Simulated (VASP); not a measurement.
# Rh (P6_3/mmc) in VASP: further runs

Rh is run at these levels: LDA; tasks: single point.

Everything below comes from runs of VASP 6.6.1. Logs are shortened: lines on timing, memory, paths and dates and some standing lists are left out, and cuts for length are marked.

**1. The cell of the first run**

Symmetry: P6_3/mmc, No. 194, hexagonal system. Conventional cell: a = 2.710 Å, b = 2.710 Å, c = 8.667 Å, α = 90.00°, β = 90.00°, γ = 120.00°. Within 3.5 Å of Rh (site symmetry -3m) lie 12 Rh at 2.67 to 2.71 Å. Rh (site symmetry -6m2) has 12 Rh at 2.67 to 2.71 Å within 3.5 Å.

This isn't the form of Rh at room conditions, which is fcc.

**2. Single point, LDA**

Contents of INCAR:

```
SYSTEM = Rh
PREC = Accurate ; ENCUT = 520
EDIFF = 1E-6 ; ISMEAR = 0
SIGMA = 0.15 ; LREAL = .False.
LASPH = .True. ; NELM = 100
ALGO = Fast ; ISIF = 2
LWAVE = .False. ; LCHARG = .True.
LELF = .True. ; LVHAR = .True.
NBANDS = 38
```

Contents of KPOINTS:

```
Automatic mesh
0
Gamma
  18 18 6
  0 0 0
```

Contents of POSCAR:

```
Rh
1.0
    2.7104000000      0.0000000000      0.0000000000
   -1.3552000000      2.3472752544      0.0000000000
    0.0000000000      0.0000000000      8.6668814394
Rh
4
Direct
    0.0000000000      0.0000000000      0.0000000000
    0.3333333333      0.6666666667      0.2500000000
    0.0000000000      0.0000000000      0.5000000000
    0.6666666667      0.3333333333      0.7500000000
```

Potentials or basis: VASP PAW LDA potentials, release 64 (Rh_pv).

The run is started by

```
$ cat potpaw_LDA.64/Rh_pv/POTCAR > POTCAR
$ mpirun -np 1 vasp_std > vasp.out
```

OUTCAR:

```text
SYSTEM = Rh
   PREC = Accurate
   ENCUT = 520
   EDIFF = 1E-6
   ISMEAR = 0
   LREAL = .False.
   LASPH = .True.
   NELM = 100
   ISIF = 2

 ion  position               nearest neighbor table
   1  0.000  0.000  0.000-   2 2.67   4 2.67   2 2.67   4 2.67   4 2.67   2 2.67
   2  0.333  0.667  0.250-   1 2.67   3 2.67   1 2.67   3 2.67   1 2.67   3 2.67
   3  0.000  0.000  0.500-   2 2.67   4 2.67   2 2.67   4 2.67   4 2.67   2 2.67
   4  0.667  0.333  0.750-   1 2.67   3 2.67   1 2.67   3 2.67   1 2.67   3 2.67

  LATTYP: Found a hexagonal cell.
 ALAT       =     2.7104000000
 C/A-ratio  =     3.1976392560

  Lattice vectors:

 A1 = (   2.7104000000,   0.0000000000,   0.0000000000)
 A2 = (  -1.3552000000,   2.3472752544,   0.0000000000)
 A3 = (   0.0000000000,   0.0000000000,   8.6668814394)

Analysis of symmetry for initial positions (statically):
=====================================================================
 Subroutine PRICEL returns:
 Original cell was already a primitive cell.

 Routine SETGRP: Setting up the symmetry group for a
 hexagonal supercell.

 Subroutine GETGRP returns: Found 24 space group operations
 (whereof 12 operations were pure point group operations)
 out of a pool of 24 trial point group operations.

The static configuration has the point symmetry D_3d.
 The point group associated with its full space group is D_6h.

Analysis of symmetry for dynamics (positions and initial velocities):
=====================================================================
 Subroutine PRICEL returns:
 Original cell was already a primitive cell.

 Routine SETGRP: Setting up the symmetry group for a
 hexagonal supercell.

 Subroutine GETGRP returns: Found 24 space group operations
 (whereof 12 operations were pure point group operations)
 out of a pool of 24 trial point group operations.

The dynamic configuration has the point symmetry D_3d.
 The point group associated with its full space group is D_6h.

 Subroutine INISYM returns: Found 24 space group operations
 (whereof 12 operations are pure point group operations),
 and found     1 'primitive' translations

----------------------------------------------------------------------------------------

                                     Primitive cell

  volume of cell :      55.1392

  direct lattice vectors                    reciprocal lattice vectors
     2.710400000  0.000000000  0.000000000     0.368949233  0.213012939  0.000000000
    -1.355200000  2.347275254  0.000000000     0.000000000  0.426025878  0.000000000
     0.000000000  0.000000000  8.666881439     0.000000000  0.000000000  0.115381756

  length of vectors
     2.710400000  2.710400000  8.666881439     0.426025878  0.426025878  0.115381756

  position of ions in fractional coordinates (direct lattice)
     0.000000000  0.000000000  0.000000000
     0.333333333  0.666666667  0.250000000
     0.000000000  0.000000000  0.500000000
     0.666666667  0.333333333  0.750000000

  ion indices of the primitive-cell ions
   primitive index   ion index
                 1           1
                 2           2
                 3           3
                 4           4

----------------------------------------------------------------------------------------

 KPOINTS: Automatic mesh

Automatic generation of k-mesh.
 Grid dimensions read from file:
 generate k-points for:   18   18    6

 Generating k-lattice:

  Cartesian coordinates                     Fractional coordinates (reciprocal lattice)
     0.020497180  0.011834052  0.000000000     0.055555556  0.000000000  0.000000000
     0.000000000  0.023668104  0.000000000     0.000000000  0.055555556  0.000000000
     0.000000000  0.000000000  0.019230293     0.000000000  0.000000000  0.166666667

  Length of vectors
     0.023668104  0.023668104  0.019230293

  Shift w.r.t. Gamma in fractional coordinates (k-lattice)
     0.000000000  0.000000000  0.000000000

 Subroutine IBZKPT returns following result:
 ===========================================

 Found    148 irreducible k-points:

 Following reciprocal coordinates:
            Coordinates               Weight
  0.000000  0.000000  0.000000      1.000000
  0.055556  0.000000  0.000000      6.000000
  0.111111  0.000000  0.000000      6.000000
  0.166667 -0.000000  0.000000      6.000000
  0.222222  0.000000  0.000000      6.000000
  0.277778  0.000000  0.000000      6.000000
[... 16 lines left out ...]
  0.333333  0.111111  0.000000     12.000000
  0.388889  0.111111  0.000000     12.000000
 [... further k-points ...]
   k-points           NKPTS =    148   k-points in BZ     NKDIM =    148   number of bands    NBANDS=     38
   number of dos      NEDOS =    301   number of ions     NIONS =      4
   total plane-waves  NPLWV =  25600
   dimension x,y,z NGX =    20 NGY =   20 NGZ =   64
   dimension x,y,z NGXF=    40 NGYF=   40 NGZF=  128
   ions per type =               4
   NGX,Y,Z   is equivalent  to a cutoff of  12.27, 12.27, 12.28 a.u.
   NGXF,Y,Z  is equivalent  to a cutoff of  24.53, 24.53, 24.55 a.u.
 SYSTEM =  Rh
   PREC   = accura    normal or accurate (medium, high low for compatibility)
   ISTART =      0    job   : 0-new  1-cont  2-samecut
   ICHARG =      2    charge: 1-file 2-atom 10-const
   ISPIN  =      1    spin polarized calculation?
   LNONCOLLINEAR =      F non collinear calculations
   LSORBIT =      F    spin-orbit coupling
   LASPH  =      T    aspherical Exc in radial PAW
   ENCUT  =  520.0 eV  38.22 Ry    6.18 a.u.   5.04  5.04 16.11*2*pi/ulx,y,z
   NELM   =    100;   NELMIN=  2; NELMDL= -5     # of ELM steps
   EDIFF  = 0.1E-05   stopping-criterion for ELM
   LREAL  =      F    real-space projection
   EDIFFG = 0.1E-04   stopping-criterion for IOM
   NSW    =      0    number of steps for IOM
   IBRION =     -1    ionic relax: 0-MD 1-quasi-New 2-CG
   NFREE  =      0    steps in history (QN), initial steepest desc. (CG)
   ISIF   =      2    stress and relaxation
   ISYM   =      2    0-nonsym 1-usesym 2-fastsym
   POTIM  = 0.5000    time-step for ionic-motion
   TEBEG  =    0.0;   TEEND  =   0.0 temperature during run
   PSTRESS=    0.0 pullay stress
   NELECT =      60.0000    total number of electrons
   NUPDOWN=      -1.0000    fix difference up-down
   EMIN   =  10.00;   EMAX   =-10.00  energy-range for DOS
   EFERMI =   0.00;   METHOD = LEGACY
   ISMEAR =     0;   SIGMA  =   0.15  broadening in eV -4-tet -1-fermi 0-gaus
   EFERMI_NEDOS =   21; number of points for ismear=-14 and -15
   IALGO  =     68    algorithm
   IMIX   =      4    mixing-type and parameters
     AMIX     =   0.40;   BMIX     =  1.00
     AMIX_MAG =   1.60;   BMIX_MAG =  1.00
  volume/ion in A,a.u.               =      13.78        93.02
  Fermi-wavevector in a.u.,A,eV,Ry     =   1.683857  3.182028 38.577602  2.835374
  Thomas-Fermi vector in A             =   2.766983
   LORBIT       =      0    0 simple, 1 ext, 2 COOP (PROOUT), +10 PAW based schemes
   GGA     = CA    functional components
   LHFCALC =     F    Hartree Fock is set to
   AEXX    =    0.0000 exact exchange contribution
   IVDW    =     0    specifies the selected vdW correction
   LEPSILON=     F    determine dielectric tensor
   LRPA    =     F    only Hartree local field effects (RPA)
 non-spin polarized calculation
 RMM-DIIS sequential band-by-band and
 Gauss-broadening in eV      SIGMA  =   0.15
  energy-cutoff  :      520.00
  volume of cell :       55.14
 maximum number of plane-waves:      1515
   NGX = 11   NGY = 11   NGZ = 33

 number of electron      60.0000006 magnetization

 Free energy of the ion-electron system (eV)
  ---------------------------------------------------
  ext. energy  EPLUGINS =         0.00000000
  ---------------------------------------------------
  free energy    TOTEN  =       -34.60244352 eV

  energy without entropy =      -34.53842516  energy(sigma->0) =      -34.57043434

 E-fermi :  11.6953     XC(G=0): -14.3341

 val. band max:       11.6946499535   @ k =   0.2222   0.0000   0.3333
 cond. band min:      11.7004014074   @ k =   0.3333  -0.0000   0.3333
 fundamental gap:      0.0057514539
 Fermi energy:        11.6952776147

 k-point     1 :       0.0000    0.0000    0.0000
  band No.  band energies     occupation
      1     -35.2700      2.00000
      2     -34.8894      2.00000
      3     -34.8874      2.00000
      4     -34.6092      2.00000
      5     -34.6092      2.00000
      6     -34.5632      2.00000
[... 30 lines left out ...]
     37      20.5003      0.00000
     38      26.1460      0.00000

 k-point     2 :       0.0556    0.0000    0.0000
  band No.  band energies     occupation
      1     -35.2627      2.00000
      2     -34.8917      2.00000
      3     -34.8901      2.00000
      4     -34.6250      2.00000
      5     -34.6145      2.00000
      6     -34.5745      2.00000
[... 30 lines left out ...]
     37      20.4808      0.00000
     38      26.2784      0.00000

 k-point     3 :       0.1111    0.0000    0.0000
  band No.  band energies     occupation
      1     -35.2413      2.00000
      2     -34.9002      2.00000
      3     -34.9001      2.00000
      4     -34.6695      2.00000
      5     -34.6295      2.00000
      6     -34.6066      2.00000
[... 30 lines left out ...]
     37      20.4280      0.00000
     38      26.6152      0.00000

 k-point     4 :       0.1667   -0.0000    0.0000
  band No.  band energies     occupation
      1     -35.2073      2.00000
      2     -34.9242      2.00000
      3     -34.9192      2.00000
      4     -34.7355      2.00000
      5     -34.6576      2.00000
      6     -34.6520      2.00000
[... 30 lines left out ...]
     37      20.3595      0.00000
     38      26.8823      0.00000
[... 703 lines left out ...]
      4     -34.9632      2.00000
      5     -34.9300      2.00000
      6     -34.7693      2.00000
[... 30 lines left out ...]
     37      20.5070      0.00000
     38      22.1989      0.00000

 k-point    23 :       0.3333    0.1111    0.0000
  band No.  band energies     occupation
      1     -35.1533      2.00000
      2     -35.1324      2.00000
      3     -35.0191      2.00000
      4     -34.9856      2.00000
      5     -34.9615      2.00000
      6     -34.7884      2.00000
[... 30 lines left out ...]
     37      21.1608      0.00000
     38      21.3597      0.00000

 k-point    24 :       0.3889    0.1111    0.0000
  band No.  band energies     occupation
      1     -35.1893      2.00000
      2     -35.1626      2.00000
      3     -35.0566      2.00000
      4     -35.0200      2.00000
      5     -34.9041      2.00000
      6     -34.8015      2.00000
[... 30 lines left out ...]
     37      21.0396      0.00000
     38      21.0761      0.00000

 [... further k-points ...]
[... 5 lines left out ...]
  --------------------------------------------------------------------------------------
  -------------------------------------------------------------------------------------
  Total       -4.3228549     -4.3228549     -2.1375907      0.0000000      0.0000000     -0.0000000
  in kB     -125.6090635   -125.6090635    -62.1119078      0.0000000      0.0000000     -0.0000000
  external PRESSURE =    -104.4433449 kB  Pullay stress =       0.0000000 kB

 VOLUME and BASIS-vectors are now :
 -----------------------------------------------------------------------------
  energy-cutoff  :      520.00
  volume of cell :       55.14
      direct lattice vectors                 reciprocal lattice vectors
     2.710400000  0.000000000  0.000000000     0.368949233  0.213012939  0.000000000
    -1.355200000  2.347275254  0.000000000     0.000000000  0.426025878  0.000000000
     0.000000000  0.000000000  8.666881439     0.000000000  0.000000000  0.115381756

 POSITION                                       TOTAL-FORCE (eV/Angst)
 -----------------------------------------------------------------------------------
      0.00000      0.00000      0.00000        -0.000000     -0.000000     -0.000000
     -0.00000      1.56485      2.16672        -0.000000      0.000000      0.000000
      0.00000      0.00000      4.33344        -0.000000     -0.000000     -0.000000
      1.35520      0.78243      6.50016         0.000000      0.000000     -0.000000
 -----------------------------------------------------------------------------------
    total drift:                                0.000000     -0.000000      0.000000

  FREE ENERGIE OF THE ION-ELECTRON SYSTEM (eV)
  ---------------------------------------------------
  free  energy   TOTEN  =       -34.6024435157 eV

  energy  without entropy=      -34.5384251568  energy(sigma->0) =      -34.57043434
```

Wall time 1.8 min (1 thread of Intel Xeon 6975P-C (Granite Rapids), shared host); peak memory 0.3 GiB.

Results:

```yaml
Free_energy: -34.6024 eV
Pressure: -10.4 GPa
Band_gap_on_the_k_mesh: zero (bands 30 and 31 overlap by 1.95 eV)
```

Levels at points of the mesh, in eV from the Fermi level:
```csv
k point,band 28,band 29,band 30,band 31,band 32,band 33
"(0.00, 0.00, 0.00)",-1.53,-1.53,-0.95,-0.95,-0.35,-0.35
"(0.50, 0.00, 0.00)",0.57,0.62,0.76,0.85,0.86,1.14
"(0.00, 0.00, 0.50)",-1.19,-1.19,-1.19,-1.02,-1.02,0.07
"(0.50, 0.00, 0.50)",-0.11,0.49,0.49,0.74,0.74,2.81
```

Caveat: the stress differs along the axes, from -13 to -6 GPa.

**3. Single point, LDA**

This run uses another cell than the first one, of 13.88 Å³/atom.

Contents of INCAR:

```
SYSTEM = Rh
PREC = Accurate
ENCUT = 520
EDIFF = 1E-6
ISMEAR = 0
SIGMA = 0.15
LREAL = .False.
LASPH = .True.
NELM = 100
ALGO = Fast
ISIF = 2
LWAVE = .False.
LCHARG = .False.
GGA = CA
NBANDS = 38
```

KPOINTS is that of step 2.

Contents of POSCAR:

```
Rh
1.0
    2.6838000000      0.0000000000      0.0000000000
   -1.3419000000      2.3242389787      0.0000000000
    0.0000000000      0.0000000000      8.8980000000
Rh
4
Direct
    0.0000000000      0.0000000000      0.0000000000
    0.3333333333      0.6666666667      0.2500000000
    0.0000000000      0.0000000000      0.5000000000
    0.6666666667      0.3333333333      0.7500000000
```

Potentials or basis: VASP PAW LDA potentials, release 64 (Rh_pv).

The run is started by

```
$ cat potpaw_LDA.64/Rh_pv/POTCAR > POTCAR
$ mpirun -np 1 vasp_std > vasp.out
```

Wall time 2.1 min (1 thread of Intel Xeon 6975P-C (Granite Rapids), shared host); peak memory 0.3 GiB.

Results (log left out):

```yaml
Free_energy: -34.5806 eV
Pressure: -12.2 GPa
Band_gap_on_the_k_mesh: zero (bands 30 and 31 overlap by 1.99 eV)
```

Stress tensor (GPa, compression positive):
```
-10.36   0.00   0.00
  0.00 -10.36   0.00
  0.00   0.00 -15.76
```

Levels at points of the mesh, in eV from the Fermi level:
| k point | band 26 | band 27 | band 28 | band 29 | band 30 | band 31 | band 32 | band 33 | band 34 | band 35 |
| --- | --- | --- | --- | --- | --- | --- | --- | --- | --- | --- |
| (0.00, 0.00, 0.00) | -2.63 | -2.63 | -1.37 | -1.37 | -0.78 | -0.78 | -0.34 | -0.34 | 0.40 | 0.40 |
| (0.50, 0.00, 0.00) | 0.55 | 0.56 | 0.62 | 0.72 | 0.83 | 0.84 | 0.87 | 1.24 | 2.24 | 4.29 |
| (0.00, 0.00, 0.50) | -2.82 | -1.26 | -1.26 | -1.09 | -1.09 | -1.09 | -1.09 | 0.08 | 0.08 | 0.08 |
| (0.50, 0.00, 0.50) | -1.00 | -0.11 | -0.11 | 0.65 | 0.65 | 0.84 | 0.84 | 2.85 | 2.85 | 4.21 |

Caveat: the stress differs along the axes, from -16 to -10 GPa.
